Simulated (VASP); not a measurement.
Write the native input for VASP 6.6.1 that does the following.

```
Task                   : single point
Functional             : PBE
Potentials or basis    : VASP PAW PBE potentials, release 64 (Zn, Se)
Cutoff                 : 520 eV
k mesh                 : 4 × 4 × 4
Occupations            : gaussian, width 0.01 eV
Spin                   : no spin polarisation
Dipole correction      : no
Further INCAR settings : ALGO = Normal; EDIFF = 1e-06; NBANDS = 16
```

The structure of ZnSe lies in POSCAR:

```
ZnSe
1.0
    0.0000000000      2.9511032709      2.8324246769
    2.9511032709      0.0000000000      2.8324246769
    2.9511032709      2.9511032709      0.0000000000
Zn Se
1 1
Direct
    0.0000000000      0.0000000000      0.0000000000
    0.2500000000      0.2500000000      0.2500000000
```

This cell differs from its parent crystal: biaxial xy strain +4.2%.

These files were run (other wordings do the same):

INCAR

```
ALGO     = Normal         # electronic algorithm
EDIFF    = 1E-6           # SCF threshold, eV
ENCUT    = 520            # plane-wave cutoff, eV
GGA      = PE             # functional
ISIF     = 2              # what is computed and relaxed
ISMEAR   = 0              # smearing method
LASPH    = True           # aspherical terms in the spheres
LCHARG   = False          # write CHGCAR
LREAL    = False          # projectors in reciprocal space
LWAVE    = False          # write WAVECAR
NBANDS   = 16             # bands
NELM     = 80             # most SCF steps
PREC     = Accurate       # precision mode
SIGMA    = 0.01           # smearing width, eV
```

KPOINTS

```
k-points
0
Gamma
  4 4 4
```

Potentials or basis: VASP PAW PBE potentials, release 64 (Zn, Se).

Launch:

```sh
$ cat potpaw_PBE.64/Zn/POTCAR potpaw_PBE.64/Se/POTCAR > POTCAR
$ mpirun -np 1 vasp_std > vasp.out
```

Results of the run:

The pressure is -2.0 GPa and the band gap on the k mesh is 0.87 eV.

Caveat: the k points lie up to 0.47 Å⁻¹ apart; the cell differs from its parent crystal (biaxial xy strain +4.2%).

Run time: 20 s on 1 thread of Intel Xeon 8259CL, on a shared host, peak memory 0.17 GiB.
